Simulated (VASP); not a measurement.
# Pt (Fm-3m) in VASP: further runs, part 2 of 2

VASP 6.6.1.

### 3 Relaxation of volume and atoms at fixed shape, LDA

This run uses another cell than the first one, of 15.08 Å³/atom.

INCAR

```
ALGO     = Normal         # electronic algorithm
EDIFF    = 1E-6           # SCF threshold, eV
EDIFFG   = -0.02          # ionic threshold
ENCUT    = 600            # plane-wave cutoff, eV
IBRION   = 2              # ionic algorithm
ISIF     = 8              # what is computed and relaxed
ISMEAR   = -1             # smearing method
LASPH    = True           # aspherical terms in the spheres
LCHARG   = False          # write CHGCAR
LREAL    = False          # projectors in reciprocal space
LWAVE    = False          # write WAVECAR
NELM     = 100            # most SCF steps
NSW      = 80             # ionic steps
PREC     = Accurate       # precision mode
SIGMA    = 0.05           # smearing width, eV
```

KPOINTS

```
k-points
0
Gamma
  18 18 18
```

POSCAR

```
Pt
1.0
    0.0000000000      1.9609000000      1.9609000000
    1.9609000000      0.0000000000      1.9609000000
    1.9609000000      1.9609000000      0.0000000000
Pt
1
Direct
    0.0000000000      0.0000000000      0.0000000000
```

Potentials or basis: VASP PAW LDA potentials, release 64 (Pt).

On the command line:

```console
> cat potpaw_LDA.64/Pt/POTCAR > POTCAR
> mpirun -np 1 vasp_std > vasp.out
```

OUTCAR:

```text
EDIFF = 1E-6
   EDIFFG = -0.02
   ENCUT = 600
   IBRION = 2
   ISIF = 8
   ISMEAR = -1
   LASPH = True
   LREAL = False
   NELM = 100
   NSW = 80
   PREC = Accurate

 ion  position               nearest neighbor table
   1  0.000  0.000  0.000-

  LATTYP: Found a face centered cubic cell.
 ALAT       =     3.9218000000

  Lattice vectors:

 A1 = (   0.0000000000,   1.9609000000,   1.9609000000)
 A2 = (   1.9609000000,   0.0000000000,   1.9609000000)
 A3 = (   1.9609000000,   1.9609000000,   0.0000000000)

Analysis of symmetry for initial positions (statically):
=====================================================================
 Subroutine PRICEL returns:
 Original cell was already a primitive cell.

 Routine SETGRP: Setting up the symmetry group for a
 face centered cubic supercell.

 Subroutine GETGRP returns: Found 48 space group operations
 (whereof 48 operations were pure point group operations)
 out of a pool of 48 trial point group operations.

The static configuration has the point symmetry O_h .

Analysis of symmetry for dynamics (positions and initial velocities):
=====================================================================
 Subroutine PRICEL returns:
 Original cell was already a primitive cell.

 Routine SETGRP: Setting up the symmetry group for a
 face centered cubic supercell.

 Subroutine GETGRP returns: Found 48 space group operations
 (whereof 48 operations were pure point group operations)
 out of a pool of 48 trial point group operations.

The dynamic configuration has the point symmetry O_h .

 Subroutine INISYM returns: Found 48 space group operations
 (whereof 48 operations are pure point group operations),
 and found     1 'primitive' translations

----------------------------------------------------------------------------------------

                                     Primitive cell

  volume of cell :      15.0798

  direct lattice vectors                    reciprocal lattice vectors
     0.000000000  1.960900000  1.960900000    -0.254984956  0.254984956  0.254984956
     1.960900000  0.000000000  1.960900000     0.254984956 -0.254984956  0.254984956
     1.960900000  1.960900000  0.000000000     0.254984956  0.254984956 -0.254984956

  length of vectors
     2.773131374  2.773131374  2.773131374     0.441646899  0.441646899  0.441646899

  position of ions in fractional coordinates (direct lattice)
     0.000000000  0.000000000  0.000000000

  ion indices of the primitive-cell ions
   primitive index   ion index
                 1           1

----------------------------------------------------------------------------------------

 KPOINTS: k-points

Automatic generation of k-mesh.
 Grid dimensions read from file:
 generate k-points for:   18   18   18

 Generating k-lattice:

  Cartesian coordinates                     Fractional coordinates (reciprocal lattice)
    -0.014165831  0.014165831  0.014165831     0.055555556  0.000000000  0.000000000
     0.014165831 -0.014165831  0.014165831     0.000000000  0.055555556  0.000000000
     0.014165831  0.014165831 -0.014165831     0.000000000  0.000000000  0.055555556

  Length of vectors
[... 42 lines left out ...]
   ions per type =               1
   NGX,Y,Z   is equivalent  to a cutoff of  14.39, 14.39, 14.39 a.u.
   NGXF,Y,Z  is equivalent  to a cutoff of  28.78, 28.78, 28.78 a.u.
 SYSTEM =  unknown system
   PREC   = accura    normal or accurate (medium, high low for compatibility)
   ISTART =      0    job   : 0-new  1-cont  2-samecut
   ICHARG =      2    charge: 1-file 2-atom 10-const
   ISPIN  =      1    spin polarized calculation?
   LNONCOLLINEAR =      F non collinear calculations
   LSORBIT =      F    spin-orbit coupling
   LASPH  =      T    aspherical Exc in radial PAW
   ENCUT  =  600.0 eV  44.10 Ry    6.64 a.u.   5.54  5.54  5.54*2*pi/ulx,y,z
   NELM   =    100;   NELMIN=  2; NELMDL= -5     # of ELM steps
   EDIFF  = 0.1E-05   stopping-criterion for ELM
   LREAL  =      F    real-space projection
   EDIFFG = -.2E-01   stopping-criterion for IOM
   NSW    =     80    number of steps for IOM
   IBRION =      2    ionic relax: 0-MD 1-quasi-New 2-CG
   NFREE  =      1    steps in history (QN), initial steepest desc. (CG)
   ISIF   =      8    stress and relaxation
   ISYM   =      2    0-nonsym 1-usesym 2-fastsym
   POTIM  = 0.5000    time-step for ionic-motion
   TEBEG  =    0.0;   TEEND  =   0.0 temperature during run
   PSTRESS=    0.0 pullay stress
   NELECT =      10.0000    total number of electrons
   NUPDOWN=      -1.0000    fix difference up-down
   EMIN   =  10.00;   EMAX   =-10.00  energy-range for DOS
   EFERMI =   0.00;   METHOD = LEGACY
   ISMEAR =    -1;   SIGMA  =   0.05  broadening in eV -4-tet -1-fermi 0-gaus
   EFERMI_NEDOS =   21; number of points for ismear=-14 and -15
   IALGO  =     38    algorithm
   IMIX   =      4    mixing-type and parameters
     AMIX     =   0.40;   BMIX     =  1.00
     AMIX_MAG =   1.60;   BMIX_MAG =  1.00
  volume/ion in A,a.u.               =      15.08       101.76
  Fermi-wavevector in a.u.,A,eV,Ry     =   1.427609  2.697791 27.729605  2.038068
  Thomas-Fermi vector in A             =   2.547760
   LORBIT       =      0    0 simple, 1 ext, 2 COOP (PROOUT), +10 PAW based schemes
   GGA     = CA    functional components
   LHFCALC =     F    Hartree Fock is set to
   AEXX    =    0.0000 exact exchange contribution
   IVDW    =     0    specifies the selected vdW correction
   LEPSILON=     F    determine dielectric tensor
   LRPA    =     F    only Hartree local field effects (RPA)
 conjugate gradient relaxation of ions
 non-spin polarized calculation
  energy-cutoff  :      600.00
  volume of cell :       15.08
 maximum number of plane-waves:       531
 NGX is ok and might be reduce to    24
   NGX = 11   NGY = 11   NGZ = 11

--------------------------------------- Ionic step        1  -------------------------------------------

 number of electron      10.0000000 magnetization

 Free energy of the ion-electron system (eV)
  ---------------------------------------------------
  ext. energy  EPLUGINS =         0.00000000
  ---------------------------------------------------
  free energy    TOTEN  =        -7.50564401 eV

  energy without entropy =       -7.48903990  energy(sigma->0) =       -7.49734196

------------------------ aborting loop because EDIFF is reached ----------------------------------------

  FORCE on cell =-STRESS in cart. coord.  units (eV):
  Direction    XX          YY          ZZ          XY          YZ          ZX
  --------------------------------------------------------------------------------------
  -------------------------------------------------------------------------------------
  Total       -0.5093761     -0.5093761     -0.5093761     -0.0000000      0.0000000      0.0000000
  in kB      -54.1193813    -54.1193813    -54.1193813     -0.0000000      0.0000000      0.0000000
  external PRESSURE =     -54.1193813 kB  Pullay stress =       0.0000000 kB
[... 57 lines left out ...]
--------------------------------------- Ionic step        3  -------------------------------------------

 number of electron       9.9999999 magnetization

 Free energy of the ion-electron system (eV)
  ---------------------------------------------------
  ext. energy  EPLUGINS =         0.00000000
  ---------------------------------------------------
  free energy    TOTEN  =        -7.51042332 eV

  energy without entropy =       -7.49428174  energy(sigma->0) =       -7.50235253

 E-fermi :  11.5011     XC(G=0): -13.7937

 val. band max:       11.4962229280   @ k =  -0.3333   0.3889   0.1111
 cond. band min:      11.5142817254   @ k =   0.3889   0.2222   0.0000
 fundamental gap:      0.0180587974
 Fermi energy:        11.5010915933

 k-point     1 :       0.0000    0.0000    0.0000
  band No.  band energies     occupation
      1       1.0461      2.00000
      2       7.5636      2.00000
      3       7.5636      2.00000
      4       7.5636      2.00000
      5       9.8219      2.00000
      6       9.8219      2.00000
      7      26.0664      0.00000
      8      31.0909      0.00000
      9      31.0909      0.00000
[... 265 lines left out ...]
 k-point    24 :      -0.2222    0.0556    0.0000
  band No.  band energies     occupation
      1       3.1211      2.00000
      2       7.0603      2.00000
      3       7.9741      2.00000
      4       8.0428      2.00000
      5       9.6090      2.00000
      6      10.3169      2.00000
      7      25.2711      0.00000
      8      28.0848      0.00000
      9      32.7097      0.00000

 [... further k-points ...]

------------------------ aborting loop because EDIFF is reached ----------------------------------------

  FORCE on cell =-STRESS in cart. coord.  units (eV):
  Direction    XX          YY          ZZ          XY          YZ          ZX
  --------------------------------------------------------------------------------------
  -------------------------------------------------------------------------------------
  Total       -0.0119683     -0.0119683     -0.0119683     -0.0000000     -0.0000000     -0.0000000
  in kB       -1.2948816     -1.2948816     -1.2948816     -0.0000000     -0.0000000     -0.0000000
  external PRESSURE =      -1.2948816 kB  Pullay stress =       0.0000000 kB
[... 16 lines left out ...]
  FREE ENERGIE OF THE ION-ELECTRON SYSTEM (eV)
  ---------------------------------------------------
  free  energy   TOTEN  =        -7.5104233220 eV

  energy  without entropy=       -7.4942817373  energy(sigma->0) =       -7.50235253

 reached required accuracy - stopping structural energy minimisation
```

It took 18 s on 1 thread of Intel Xeon 6975P-C (Granite Rapids), shared host; peak memory 0.17 GiB.

What came out:

- Free energy: -7.5104 eV
- Relaxed volume: 14.81 Å³/atom
- Relaxed cell: a = 2.756 Å, b = 2.756 Å, c = 2.756 Å, α = 60.00°, β = 60.00°, γ = 60.00°
- Space group after relaxing (to 0.1 Å): Fm-3m (No. 225)
- Energy gained by relaxing: 4.8 meV/atom
- Ionic steps: 3
- Pressure after relaxing: -0.1 GPa
- Band gap on the k mesh: zero (bands 5 and 6 overlap by 2.30 eV)

Step by step:
```csv
step,energy change (eV),largest force (eV/Å),pressure (GPa),volume (Å³)
1,0.0000,0.0000,-5.41,15.08
2,0.0426,0.0000,19.97,14.00
3,-0.0048,0.0000,-0.13,14.81
```

Final structure:
```yaml
crystal:
  lattice:
    - [0.00000, 1.94907, 1.94907]
    - [1.94907, 0.00000, 1.94907]
    - [1.94907, 1.94907, 0.00000]
  atoms:
    - { symbol: Pt, position: [0.00000, 0.00000, 0.00000] }
```

Levels at points of the mesh, in eV from the Fermi level:
```csv
k point,band 2,band 3,band 4,band 5,band 6,band 7,band 8,band 9
"(0.00, 0.00, 0.00)",-3.94,-3.94,-3.94,-1.68,-1.68,14.57,19.59,19.59
"(0.50, 0.00, 0.00)",-3.99,-3.99,-0.56,0.04,0.04,5.97,14.14,19.02
"(0.50, 0.50, 0.00)",-6.85,0.02,0.51,0.51,1.73,9.06,11.39,11.39
```

Caveat: spin-orbit coupling is left out, which moves the levels of the heavy elements. LDA usually gives volumes a few per cent too small.
